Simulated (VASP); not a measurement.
# C (C2/m) in VASP: single point with PBEsol

Aim: the single point of C with PBEsol.

Everything below comes from runs of VASP 6.6.1. Logs are shortened: lines on timing, memory, paths and dates and some standing lists are left out, and cuts for length are marked.

### 1 The cell of the first run

Symmetry: C2/m, No. 12, monoclinic system. The conventional cell has a = 4.646 Å, b = 2.507 Å, c = 10.432 Å, α = 90.00°, β = 98.54°, γ = 90.00°. Within 2.0 Å of C (site symmetry m) lie 4 C at 1.54 to 1.63 Å. C (site symmetry m) has 4 C at 1.54 to 1.63 Å within 2.0 Å. Within 2.0 Å of C (site symmetry m) lie 4 C at 1.54 to 1.63 Å. C (site symmetry m) has 4 C at 1.56 to 1.63 Å within 2.1 Å. C (site symmetry m) has 4 C at 1.56 to 1.63 Å within 2.1 Å.

### 2 Single point, PBEsol (normal strain along x +0.0000, normal strain along y +0.0700)

Contents of INCAR:

```
SYSTEM = C
  PREC = Accurate
  ENCUT = 520
  EDIFF = 1E-6
  ISMEAR = 0
  SIGMA = 0.05
  LREAL = .FALSE.
  LASPH = .TRUE.
  NELM = 60
  ALGO = Normal
  ISIF = 2
  LWAVE = .FALSE.
  LCHARG = .FALSE.
  GGA = PS
  NBANDS = 31
```

Contents of KPOINTS:

```
Automatic mesh
0
G
  12 12 12
  0 0 0
```

Contents of POSCAR:

```
C
1.0
    1.2533969503      0.7743045013     10.3162177860
   -1.2533969503      0.7743045013     10.3162177860
    0.0000000000     -1.5486090027     10.3162177860
C
10
Direct
    0.0248220069      0.0248220069      0.0248220069
    0.9751779931      0.9751779931      0.9751779931
    0.1086877374      0.1086877374      0.1086877374
    0.8913122626      0.8913122626      0.8913122626
    0.1583652898      0.1583652898      0.1583652898
    0.8416347102      0.8416347102      0.8416347102
    0.3748635523      0.3748635523      0.3748635523
    0.6251364477      0.6251364477      0.6251364477
    0.4253181912      0.4253181912      0.4253181912
    0.5746818088      0.5746818088      0.5746818088
```

Potentials or basis: VASP PAW PBE potentials, release 64 (C).

On the command line:

```bash
> cat potpaw_PBE.64/C/POTCAR > POTCAR
> mpirun -np 1 vasp_std > vasp.out
```

OUTCAR:

```text
SYSTEM = C
   PREC = Accurate
   ENCUT = 520
   EDIFF = 1E-6
   ISMEAR = 0
   LREAL = .FALSE.
   LASPH = .TRUE.
   NELM = 60
   ISIF = 2
   GGA = PS

 ion  position               nearest neighbor table
   1  0.025  0.025  0.025-   2 1.54   7 1.56   7 1.56   7 1.63
   2  0.975  0.975  0.975-   1 1.54   8 1.56   8 1.56   8 1.63
   3  0.109  0.109  0.109-   5 1.54   9 1.56   9 1.56   9 1.63
   4  0.891  0.891  0.891-   6 1.54  10 1.56  10 1.56  10 1.63
   5  0.158  0.158  0.158-   3 1.54   6 1.56   6 1.56   6 1.63
   6  0.842  0.842  0.842-   4 1.54   5 1.56   5 1.56   5 1.63
   7  0.375  0.375  0.375-   1 1.56   1 1.56   9 1.56   1 1.63
   8  0.625  0.625  0.625-   2 1.56   2 1.56  10 1.56   2 1.63
   9  0.425  0.425  0.425-   3 1.56   3 1.56   7 1.56   3 1.63
  10  0.575  0.575  0.575-   4 1.56   4 1.56   8 1.56   4 1.63

  LATTYP: Found a base centered monoclinic cell.
 ALAT       =     4.6458270080
 B/A-ratio  =     0.5395796908
 C/A-ratio  =     2.2454138306
 COS(beta)  =    -0.1484507349

  Lattice vectors:

 A1 = (   1.2533969503,   2.3229135040,   0.0000000000)
 A2 = (  -1.2533969503,   2.3229135040,   0.0000000000)
 A3 = (   0.0000000000,  -1.5486090027,  10.3162177860)

Analysis of symmetry for initial positions (statically):
=====================================================================
 Subroutine PRICEL returns:
 Original cell was already a primitive cell.

 Routine SETGRP: Setting up the symmetry group for a
 base centered monoclinic supercell.

 Subroutine GETGRP returns: Found  4 space group operations
 (whereof  4 operations were pure point group operations)
 out of a pool of  4 trial point group operations.

The static configuration has the point symmetry C_2h.

Analysis of symmetry for dynamics (positions and initial velocities):
=====================================================================
 Subroutine PRICEL returns:
 Original cell was already a primitive cell.

 Routine SETGRP: Setting up the symmetry group for a
 base centered monoclinic supercell.

 Subroutine GETGRP returns: Found  4 space group operations
 (whereof  4 operations were pure point group operations)
 out of a pool of  4 trial point group operations.

The dynamic configuration has the point symmetry C_2h.

 Subroutine INISYM returns: Found  4 space group operations
 (whereof  4 operations are pure point group operations),
 and found     1 'primitive' translations

----------------------------------------------------------------------------------------

                                     Primitive cell

  volume of cell :      60.0720

  direct lattice vectors                    reciprocal lattice vectors
     1.253396950  0.774304501 10.316217786     0.398915922  0.215246930  0.032311584
    -1.253396950  0.774304501 10.316217786    -0.398915922  0.215246930  0.032311584
     0.000000000 -1.548609003 10.316217786     0.000000000 -0.430493860  0.032311584

  length of vectors
    10.420887716 10.420887716 10.431804218     0.454432825  0.454432825  0.431704762

  position of ions in fractional coordinates (direct lattice)
     0.024822007  0.024822007  0.024822007
     0.975177993  0.975177993  0.975177993
     0.108687737  0.108687737  0.108687737
     0.891312263  0.891312263  0.891312263
     0.158365290  0.158365290  0.158365290
     0.841634710  0.841634710  0.841634710
     0.374863552  0.374863552  0.374863552
     0.625136448  0.625136448  0.625136448
     0.425318191  0.425318191  0.425318191
     0.574681809  0.574681809  0.574681809

  ion indices of the primitive-cell ions
   primitive index   ion index
                 1           1
                 2           2
                 3           3
                 4           4
                 5           5
                 6           6
                 7           7
                 8           8
                 9           9
                10          10

----------------------------------------------------------------------------------------

 KPOINTS: Automatic mesh

Automatic generation of k-mesh.
 Grid dimensions read from file:
 generate k-points for:   12   12   12

 Generating k-lattice:

  Cartesian coordinates                     Fractional coordinates (reciprocal lattice)
     0.033242993  0.017937244  0.002692632     0.083333333  0.000000000  0.000000000
    -0.033242993  0.017937244  0.002692632     0.000000000  0.083333333  0.000000000
     0.000000000 -0.035874488  0.002692632     0.000000000  0.000000000  0.083333333

  Length of vectors
     0.037869402  0.037869402  0.035975397

  Shift w.r.t. Gamma in fractional coordinates (k-lattice)
     0.000000000  0.000000000  0.000000000

 Subroutine IBZKPT returns following result:
 ===========================================

 Found    476 irreducible k-points:

 Following reciprocal coordinates:
            Coordinates               Weight
  0.000000  0.000000  0.000000      1.000000
  0.083333 -0.000000 -0.000000      4.000000
  0.166667 -0.000000 -0.000000      4.000000
  0.250000 -0.000000  0.000000      4.000000
  0.333333 -0.000000  0.000000      4.000000
  0.416667 -0.000000  0.000000      4.000000
[... 16 lines left out ...]
  0.500000  0.166667 -0.000000      4.000000
 -0.416667  0.166667  0.000000      4.000000
 [... further k-points ...]
   k-points           NKPTS =    476   k-points in BZ     NKDIM =    476   number of bands    NBANDS=     31
   number of dos      NEDOS =    301   number of ions     NIONS =     10
   total plane-waves  NPLWV = 512000
   dimension x,y,z NGX =    80 NGY =   80 NGZ =   80
   dimension x,y,z NGXF=   160 NGYF=  160 NGZF=  160
   ions per type =              10
   NGX,Y,Z   is equivalent  to a cutoff of  12.76, 12.76, 12.75 a.u.
   NGXF,Y,Z  is equivalent  to a cutoff of  25.53, 25.53, 25.50 a.u.
 SYSTEM =  C
   PREC   = accura    normal or accurate (medium, high low for compatibility)
   ISTART =      0    job   : 0-new  1-cont  2-samecut
   ICHARG =      2    charge: 1-file 2-atom 10-const
   ISPIN  =      1    spin polarized calculation?
   LNONCOLLINEAR =      F non collinear calculations
   LSORBIT =      F    spin-orbit coupling
   LASPH  =      T    aspherical Exc in radial PAW
   ENCUT  =  520.0 eV  38.22 Ry    6.18 a.u.  19.38 19.38 19.40*2*pi/ulx,y,z
   NELM   =     60;   NELMIN=  2; NELMDL= -5     # of ELM steps
   EDIFF  = 0.1E-05   stopping-criterion for ELM
   LREAL  =      F    real-space projection
   EDIFFG = 0.1E-04   stopping-criterion for IOM
   NSW    =      0    number of steps for IOM
   IBRION =     -1    ionic relax: 0-MD 1-quasi-New 2-CG
   NFREE  =      0    steps in history (QN), initial steepest desc. (CG)
   ISIF   =      2    stress and relaxation
   ISYM   =      2    0-nonsym 1-usesym 2-fastsym
   POTIM  = 0.5000    time-step for ionic-motion
   TEBEG  =    0.0;   TEEND  =   0.0 temperature during run
   PSTRESS=    0.0 pullay stress
   NELECT =      40.0000    total number of electrons
   NUPDOWN=      -1.0000    fix difference up-down
   EMIN   =  10.00;   EMAX   =-10.00  energy-range for DOS
   EFERMI =   0.00;   METHOD = LEGACY
   ISMEAR =     0;   SIGMA  =   0.05  broadening in eV -4-tet -1-fermi 0-gaus
   EFERMI_NEDOS =   21; number of points for ismear=-14 and -15
   IALGO  =     38    algorithm
   IMIX   =      4    mixing-type and parameters
     AMIX     =   0.40;   BMIX     =  1.00
     AMIX_MAG =   1.60;   BMIX_MAG =  1.00
  volume/ion in A,a.u.               =       6.01        40.54
  Fermi-wavevector in a.u.,A,eV,Ry     =   1.429566  2.701487 27.805654  2.043658
  Thomas-Fermi vector in A             =   2.549505
   LORBIT       =      0    0 simple, 1 ext, 2 COOP (PROOUT), +10 PAW based schemes
   GGA     = PS    functional components
   LHFCALC =     F    Hartree Fock is set to
   AEXX    =    0.0000 exact exchange contribution
   IVDW    =     0    specifies the selected vdW correction
   LEPSILON=     F    determine dielectric tensor
   LRPA    =     F    only Hartree local field effects (RPA)
 non-spin polarized calculation
 Gauss-broadening in eV      SIGMA  =   0.05
  energy-cutoff  :      520.00
  volume of cell :       60.07
 maximum number of plane-waves:      1647
 NGX is ok and might be reduce to    80
   NGX = 39   NGY = 39   NGZ = 39

 number of electron      39.9999997 magnetization

 Free energy of the ion-electron system (eV)
  ---------------------------------------------------
  ext. energy  EPLUGINS =         0.00000000
  ---------------------------------------------------
  free energy    TOTEN  =       -95.31460394 eV

  energy without entropy =      -95.31460394  energy(sigma->0) =      -95.31460394

 E-fermi :   9.4486     XC(G=0): -13.1481

 val. band max:        9.2282328239   @ k =   0.0000   0.0000   0.0000
 cond. band min:      12.2881116273   @ k =   0.5000  -0.0000   0.5000
 fundamental gap:      3.0598788034
 Fermi energy:         9.4485931681

 k-point     1 :       0.0000    0.0000    0.0000
  band No.  band energies     occupation
      1     -11.8937      2.00000
      2     -10.8206      2.00000
      3     -10.7585      2.00000
      4      -7.6104      2.00000
      5      -7.5906      2.00000
      6      -1.9802      2.00000
[... 23 lines left out ...]
     30      16.3260      0.00000
     31      16.5714      0.00000

 k-point     2 :       0.0833   -0.0000   -0.0000
  band No.  band energies     occupation
      1     -11.7253      2.00000
      2     -10.6915      2.00000
      3     -10.5545      2.00000
      4      -7.5548      2.00000
      5      -7.3301      2.00000
      6      -1.9969      2.00000
[... 23 lines left out ...]
     30      16.6124      0.00000
     31      17.1660      0.00000

 k-point     3 :       0.1667   -0.0000   -0.0000
  band No.  band energies     occupation
      1     -11.2219      2.00000
      2     -10.2506      2.00000
      3     -10.0002      2.00000
      4      -7.1927      2.00000
      5      -6.7507      2.00000
      6      -1.7650      2.00000
[... 703 lines left out ...]
     30      18.7529      0.00000
     31      18.9159      0.00000

 k-point    24 :      -0.4167    0.1667    0.0000
  band No.  band energies     occupation
      1      -6.1479      2.00000
      2      -5.8031      2.00000
      3      -5.4118      2.00000
      4      -4.6060      2.00000
      5      -4.3799      2.00000
      6      -3.4105      2.00000
[... 23 lines left out ...]
     30      18.5462      0.00000
     31      18.9428      0.00000

 [... further k-points ...]
[... 5 lines left out ...]
  --------------------------------------------------------------------------------------
  -------------------------------------------------------------------------------------
  Total       -1.4727641    -25.1806501     -0.6353317      0.0000000      0.0946602      0.0000000
  in kB      -39.2800102   -671.5917484    -16.9448979      0.0000000      2.5246758      0.0000000
  external PRESSURE =    -242.6055522 kB  Pullay stress =       0.0000000 kB

 VOLUME and BASIS-vectors are now :
 -----------------------------------------------------------------------------
  energy-cutoff  :      520.00
  volume of cell :       60.07
      direct lattice vectors                 reciprocal lattice vectors
     1.253396950  0.774304501 10.316217786     0.398915922  0.215246930  0.032311584
    -1.253396950  0.774304501 10.316217786    -0.398915922  0.215246930  0.032311584
     0.000000000 -1.548609003 10.316217786     0.000000000 -0.430493860  0.032311584

 POSITION                                       TOTAL-FORCE (eV/Angst)
 -----------------------------------------------------------------------------------
      0.00000     -0.00000      0.76821         0.000000     -0.130374     -0.008026
      0.00000     -0.00000     30.18045         0.000000      0.130374      0.008026
      0.00000     -0.00000      3.36374         0.000000     -0.135803      0.010605
      0.00000     -0.00000     27.58491         0.000000      0.135803     -0.010605
      0.00000     -0.00000      4.90119         0.000000      0.122056      0.057350
      0.00000     -0.00000     26.04746         0.000000     -0.122056     -0.057350
      0.00000     -0.00000     11.60152         0.000000      0.066453     -0.084005
      0.00000     -0.00000     19.34713         0.000000     -0.066453      0.084005
      0.00000     -0.00000     13.16303         0.000000      0.066563      0.084955
      0.00000     -0.00000     17.78563         0.000000     -0.066563     -0.084955
 -----------------------------------------------------------------------------------
    total drift:                                0.000000      0.000000     -0.000000

  FREE ENERGIE OF THE ION-ELECTRON SYSTEM (eV)
  ---------------------------------------------------
  free  energy   TOTEN  =       -95.3146039354 eV

  energy  without entropy=      -95.3146039354  energy(sigma->0) =      -95.31460394
```

Run time: 1.8 h. Hardware: 1 thread of Intel Xeon 6975P-C (Granite Rapids), shared host; peak memory 1.3 GiB.

Results:

```
Free energy            : -95.3146 eV
Pressure               : -24.3 GPa
Largest force          : 0.136 eV/Å
Band gap on the k mesh : 3.06 eV (least direct gap 3.62 eV)
```

Forces on the atoms (eV/Å):
```
C    0.000 -0.130 -0.008
C    0.000  0.130  0.008
C    0.000 -0.136  0.011
C    0.000  0.136 -0.011
C    0.000  0.122  0.057
C    0.000 -0.122 -0.057
C    0.000  0.066 -0.084
C    0.000 -0.066  0.084
C    0.000  0.067  0.085
C    0.000 -0.067 -0.085
```

Levels at points of the mesh, in eV from the valence-band top:
```csv
k point,band 17,band 18,band 19,band 20,band 21,band 22,band 23,band 24
"(0.00, 0.00, 0.00)",-1.37,-0.44,-0.37,0.00,3.62,4.83,5.13,5.20
"(0.50, 0.00, 0.00)",-4.78,-4.67,-3.59,-3.07,3.30,3.33,5.16,5.39
"(0.50, 0.50, 0.00)",-4.15,-4.11,-2.71,-2.70,5.05,5.07,5.88,5.93
"(0.00, 0.00, 0.50)",-3.80,-3.74,-3.48,-2.21,5.25,5.26,5.92,5.98
"(0.50, 0.00, 0.50)",-4.25,-4.19,-3.60,-3.54,3.06,4.01,4.15,5.52
"(0.50, 0.50, 0.50)",-0.92,-0.89,-0.50,-0.45,4.09,4.20,5.54,5.66
```

Caveat: the cell differs from its parent crystal (normal strain along x +0.0000, normal strain along y +0.0700); the stress differs along the axes, from -67 to -2 GPa; the PAW data sets were made with another functional, which shifts forces and pressure a little.
